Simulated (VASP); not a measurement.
Input of a VASP 6.6.1 run:

Contents of INCAR:

```
SYSTEM = Sc
  ALGO = Normal
  EDIFF = 1E-6
  EDIFFG = -0.01
  ENCUT = 600
  GGA = PS
  IBRION = 2
  ISIF = 3
  ISMEAR = -1
  LASPH = .TRUE.
  LCHARG = .FALSE.
  LREAL = .FALSE.
  LWAVE = .FALSE.
  NELM = 100
  NSW = 60
  PREC = Accurate
  PSTRESS = 50.0
  SIGMA = 0.05
```

The input KPOINTS:

```
k-points
0
G
  10 10 10
  0 0 0
```

File POSCAR:

```
Sc
1.0
    0.0000000000      2.2600000000      2.2600000000
    2.2600000000      0.0000000000      2.2600000000
    2.2600000000      2.2600000000      0.0000000000
Sc
1
Direct
    0.0000000000      0.0000000000      0.0000000000
```

Potentials or basis: VASP PAW PBE potentials, release 64 (Sc_sv).

The run is started by

```bash
$ cat potpaw_PBE.64/Sc_sv/POTCAR > POTCAR
$ mpirun -np 1 vasp_std > vasp.out
```

Task: Predict the space group after relaxing (to 0.05 Å).

Result: Fm-3m (No. 225).

Task: What does it give for the relaxed cell?

Result: a = 3.135 Å, b = 3.135 Å, c = 3.135 Å, α = 60.00°, β = 60.00°, γ = 60.00°.

Task: What does it give for the relaxed volume?

Result: 21.79 Å³/atom.

The path:
| step | energy change (eV) | largest force (eV/Å) | pressure (GPa) | volume (Å³) |
| --- | --- | --- | --- | --- |
| 1 | 0.0000 | 0.0000 | 1.32 | 23.09 |
| 2 | 0.0405 | 0.0000 | 6.43 | 21.36 |
| 3 | 0.0250 | 0.0000 | 5.01 | 21.79 |

Caveat: the cell is relaxed towards a set pressure, so the enthalpy falls and the energy may rise; the PAW data sets were made with another functional, which shifts forces and pressure a little.
